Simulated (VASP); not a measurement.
PtSe2: single point with PBEsol

Crystal: PtSe2.

```xyz
3
Lattice="3.7603 0.0000 0.0000 -1.8801 3.2565 0.0000 0.0000 0.0000 4.8640" Properties=species:S:1:pos:R:3 pbc="T T T"
Pt    0.0000    0.0000    0.0000
Se    1.8801    1.0855    3.5961
Se    0.0000    2.1710    1.2679
```

```json
{"Program": "VASP 6.6.1", "Task": "single point", "Functional": "PBEsol", "Potentials or basis": "VASP PAW PBE potentials, release 64 (Pt, Se)", "Cutoff": "500 eV", "k mesh": "6 × 6 × 4", "Occupations": "gaussian, width 0.1 eV", "Spin": "no spin polarisation", "Dipole correction": "no", "Further INCAR settings": "ALGO = Normal; EDIFF = 1e-06; NBANDS = 18"}
```

| Quantity | Value |
| --- | --- |
| Pressure | 0.1 GPa |
| Largest force | 0.043 eV/Å |
| Band gap on the k mesh | zero (bands 11 and 12 overlap by 0.76 eV) |

Forces on the atoms (eV/Å):
```
Pt   0.000  0.000  0.000
Se   0.000  0.000 -0.043
Se   0.000  0.000  0.043
```

Stress tensor (GPa, compression positive):
```
0.03 0.00 0.00
0.00 0.03 0.00
0.00 0.00 0.25
```

Levels at points of the mesh, in eV from the Fermi level:
| k point | band 8 | band 9 | band 10 | band 11 | band 12 | band 13 | band 14 | band 15 |
| --- | --- | --- | --- | --- | --- | --- | --- | --- |
| (0.00, 0.00, 0.00) | -2.47 | -1.03 | -1.03 | 0.73 | 1.19 | 1.19 | 3.26 | 4.05 |
| (0.50, 0.00, 0.00) | -3.71 | -3.37 | -3.30 | -2.93 | 0.54 | 2.49 | 4.91 | 5.97 |
| (0.00, 0.00, 0.50) | -2.95 | -1.69 | -1.66 | -1.66 | 2.35 | 2.35 | 4.86 | 6.42 |
| (0.50, 0.00, 0.50) | -3.39 | -3.11 | -2.71 | -1.16 | 0.73 | 1.47 | 4.76 | 4.83 |

It took 43 s on 1 thread of Intel Xeon 8259CL, on a shared host, peak memory 0.18 GiB.

Caveat: the PAW data sets were made with another functional, which shifts forces and pressure a little; spin-orbit coupling is left out, which moves the levels of the heavy elements.
